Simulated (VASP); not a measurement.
# Fe (Immm) in VASP: further runs, part 2 of 2

VASP 6.6.1.

## 6. Single point, PBE, collinear spin, ferromagnetic start (normal strain along x +0.1100, normal strain along z -0.0233)

The input, INCAR:

```
PREC = Accurate
ENCUT = 520
EDIFF = 1E-6
ISMEAR = 0
SIGMA = 0.15
LREAL = False
LASPH = True
NELM = 150
ALGO = Fast
ISIF = 2
LWAVE = False
LCHARG = False
ISPIN = 2
MAGMOM = 2.44
LORBIT = 11
LMAXMIX = 4
GGA = PE
NBANDS = 14
```

The input, KPOINTS:

```
regular mesh
0
Gamma
  10 10 10
```

The input, POSCAR:

```
Fe
1.0
   -1.5715103435      1.4157750842      1.3827875247
    1.5715103435     -1.4157750842      1.3827875247
    1.5715103435      1.4157750842     -1.3827875247
Fe
1
Direct
    0.0000000000      0.0000000000      0.0000000000
```

Potentials or basis: VASP PAW PBE potentials, release 64 (Fe).

Launch:

```console
$ cat potpaw_PBE.64/Fe/POTCAR > POTCAR
$ mpirun -np 1 vasp_std > vasp.out
```

OUTCAR:

```text
PREC = Accurate
   ENCUT = 520
   EDIFF = 1E-6
   ISMEAR = 0
   LREAL = False
   LASPH = True
   NELM = 150
   ISIF = 2
   ISPIN = 2
   LORBIT = 11
   GGA = PE

 ion  position               nearest neighbor table
   1  0.000  0.000  0.000-

  LATTYP: Found a body centered orthorhombic cell.
 ALAT       =     2.7655750494
 B/A-ratio  =     1.0238558411
 C/A-ratio  =     1.1364799837

  Lattice vectors:

 A1 = (  -1.5715103435,   1.4157750842,  -1.3827875247)
 A2 = (  -1.5715103435,  -1.4157750842,   1.3827875247)
 A3 = (   1.5715103435,   1.4157750842,   1.3827875247)

Analysis of symmetry for initial positions (statically):
=====================================================================
 Subroutine PRICEL returns:
 Original cell was already a primitive cell.

 Routine SETGRP: Setting up the symmetry group for a
 body centered orthorhombic supercell.

 Subroutine GETGRP returns: Found  8 space group operations
 (whereof  8 operations were pure point group operations)
 out of a pool of  8 trial point group operations.

The static configuration has the point symmetry D_2h.

Analysis of symmetry for dynamics (positions and initial velocities):
=====================================================================
 Subroutine PRICEL returns:
 Original cell was already a primitive cell.

 Routine SETGRP: Setting up the symmetry group for a
 body centered orthorhombic supercell.

 Subroutine GETGRP returns: Found  8 space group operations
 (whereof  8 operations were pure point group operations)
 out of a pool of  8 trial point group operations.

The dynamic configuration has the point symmetry D_2h.

Analysis of structural, dynamic, and magnetic symmetry:
=====================================================================
 Subroutine PRICEL returns:
 Original cell was already a primitive cell.

 Routine SETGRP: Setting up the symmetry group for a
 body centered orthorhombic supercell.

 Subroutine GETGRP returns: Found  8 space group operations
 (whereof  8 operations were pure point group operations)
 out of a pool of  8 trial point group operations.

[... 153 lines left out ...]

 spin component 1

 k-point     1 :       0.0000    0.0000    0.0000
  band No.  band energies     occupation
      1      -2.9330      1.00000
      2       2.6845      1.00000
      3       2.8134      1.00000
      4       3.1903      1.00000
      5       3.6143      1.00000
      6       4.0964      1.00000
      7      27.8871      0.00000
      8      29.5360      0.00000
      9      30.2711      0.00000
     10      33.2157      0.00000
     11      33.5640      0.00000
     12      34.2582      0.00000
     13      34.8351      0.00000
     14      35.0571      0.00000
[... 379 lines left out ...]
      3       2.5840      1.00000
      4       3.5317      1.00000
      5       4.1178      1.00000
      6       4.1915      1.00000
      7      19.1476      0.00000
      8      24.4637      0.00000
      9      26.8491      0.00000
     10      29.3817      0.00000
     11      32.2664      0.00000
     12      34.4930      0.00000
     13      38.8081      0.00000
     14      39.4471      0.00000

 [... further k-points ...]

 spin component 2

 k-point     1 :       0.0000    0.0000    0.0000
  band No.  band energies     occupation
      1      -2.7776      1.00000
      2       4.7062      0.99970
      3       4.8929      0.95262
      4       5.5215      0.00001
      5       6.3169      0.00000
      6       7.1122      0.00000
      7      27.5511      0.00000
      8      29.3706      0.00000
      9      30.0815      0.00000
     10      33.5811      0.00000
     11      34.5633      0.00000
     12      34.6925      0.00000
     13      34.9144      0.00000
     14      35.7236      0.00000
[... 379 lines left out ...]
      3       4.6952      0.99980
      4       6.1390      0.00000
      5       6.4791      0.00000
      6       7.0469      0.00000
      7      19.8315      0.00000
      8      24.6948      0.00000
      9      27.5586      0.00000
     10      29.5185      0.00000
     11      32.6538      0.00000
     12      34.9815      0.00000
     13      39.3736      0.00000
     14      39.6165      0.00000

 [... further k-points ...]
[... 5 lines left out ...]
  --------------------------------------------------------------------------------------
  -------------------------------------------------------------------------------------
  Total       -1.2175883     -0.7499828     -0.5022831      0.0000000     -0.0000000      0.0000000
  in kB     -158.5200161    -97.6416164    -65.3931357      0.0000000     -0.0000000      0.0000000
  external PRESSURE =    -107.1849228 kB  Pullay stress =       0.0000000 kB

 VOLUME and BASIS-vectors are now :
 -----------------------------------------------------------------------------
  energy-cutoff  :      520.00
  volume of cell :       12.31
      direct lattice vectors                 reciprocal lattice vectors
    -1.571510343  1.415775084  1.382787525     0.000000000  0.353163441  0.361588452
     1.571510343 -1.415775084  1.382787525     0.318165262  0.000000000  0.361588452
     1.571510343  1.415775084 -1.382787525     0.318165262  0.353163441  0.000000000

 POSITION                                       TOTAL-FORCE (eV/Angst)
 -----------------------------------------------------------------------------------
      0.00000      0.00000      0.00000        -0.000000     -0.000000      0.000000
 -----------------------------------------------------------------------------------
    total drift:                               -0.000000     -0.000000      0.000000

  FREE ENERGIE OF THE ION-ELECTRON SYSTEM (eV)
  ---------------------------------------------------
  free  energy   TOTEN  =        -8.1825467579 eV

  energy  without entropy=       -8.1713816598  energy(sigma->0) =       -8.17696421

 total charge

# of ion       s       p       d       tot
------------------------------------------
    1        0.456   0.473   6.188   7.117

 magnetization (x)

# of ion       s       p       d       tot
------------------------------------------
    1       -0.016  -0.056   2.464   2.392
```

OSZICAR:

```text
N       E                     dE             d eps       ncg     rms          rms(c)
DAV:   1     0.217872997159E+02    0.21787E+02   -0.37642E+03 10386   0.678E+02
DAV:   2    -0.826525817102E+01   -0.30053E+02   -0.27581E+02 10374   0.126E+02
DAV:   3    -0.920324412524E+01   -0.93799E+00   -0.92776E+00 11762   0.232E+01
DAV:   4    -0.920658434585E+01   -0.33402E-02   -0.33399E-02 11022   0.126E+00
DAV:   5    -0.920660109869E+01   -0.16753E-04   -0.16753E-04 11718   0.913E-02    0.106E+01
RMM:   6    -0.829820495173E+01    0.90840E+00   -0.18375E+00 12056   0.146E+01    0.734E+00
RMM:   7    -0.819251387217E+01    0.10569E+00   -0.98573E-02 12129   0.352E+00    0.378E+00
RMM:   8    -0.818792893452E+01    0.45849E-02   -0.94604E-03 11949   0.733E-01    0.143E+00
RMM:   9    -0.818282828140E+01    0.51007E-02   -0.26360E-03 11860   0.332E-01    0.520E-01
RMM:  10    -0.818238417952E+01    0.44410E-03   -0.47606E-04 12029   0.234E-01    0.144E-01
RMM:  11    -0.818254310753E+01   -0.15893E-03   -0.10463E-04 12070   0.960E-02    0.922E-02
RMM:  12    -0.818254550925E+01   -0.24017E-05   -0.23461E-05 12030   0.453E-02    0.219E-02
RMM:  13    -0.818254668876E+01   -0.11795E-05   -0.45229E-06 12243   0.151E-02    0.159E-02
RMM:  14    -0.818254675794E+01   -0.69179E-07   -0.77973E-07  9585   0.691E-03
   1 F= -.81825468E+01 E0= -.81769642E+01  d E =-.111651E-01  mag=     2.3795
```

Run time: 83 s. Hardware: 1 thread of AMD EPYC 7R43 (Zen 3), shared host; peak memory 0.12 GiB.

What came out:

| Item | Value |
| --- | --- |
| Free energy | -8.1825 eV |
| Pressure | -10.7 GPa |
| Net moment | 2.38 μB per cell |
| Site moments | Fe +2.39 μB |
| Valence electrons inside the program's atomic spheres | Fe 7.12 |

Stress tensor (GPa, compression positive):
```
-15.85   0.00   0.00
  0.00  -9.76   0.00
  0.00   0.00  -6.54
```

Caveat: the cell differs from its parent crystal (normal strain along x +0.1100, normal strain along z -0.0233).

## 7. The runs side by side

| cell | gap on the mesh (eV) | pressure (GPa) | moment (μB) |
| --- | --- | --- | --- |
| a = 2.492 Å, angles 101.8, 110.7, 116.2°, 1 atom | none | -3.1 | 2.29 |
| a = 2.482 Å, angles 113.3, 110.4, 104.8°, 1 atom | none | -4.8 | 2.24 |
| a = 2.495 Å, angles 105.0, 110.9, 112.7°, 1 atom | none | -7.6 | 2.26 |
| a = 2.509 Å, angles 102.4, 111.3, 114.9°, 1 atom | none | -7.4 | 2.33 |
| a = 2.527 Å, angles 103.1, 111.9, 113.7°, 1 atom | none | -10.7 | 2.38 |

Alike in all rows: task single point; level PBE; potentials or basis VASP PAW PBE potentials, release 64 (Fe); spin collinear, ferromagnetic start; k mesh 10 × 10 × 10; cutoff (eV) 520; smearing gaussian 0.15 eV.

Total energies depend on the potentials used, so only differences within one code and one set of settings carry meaning.
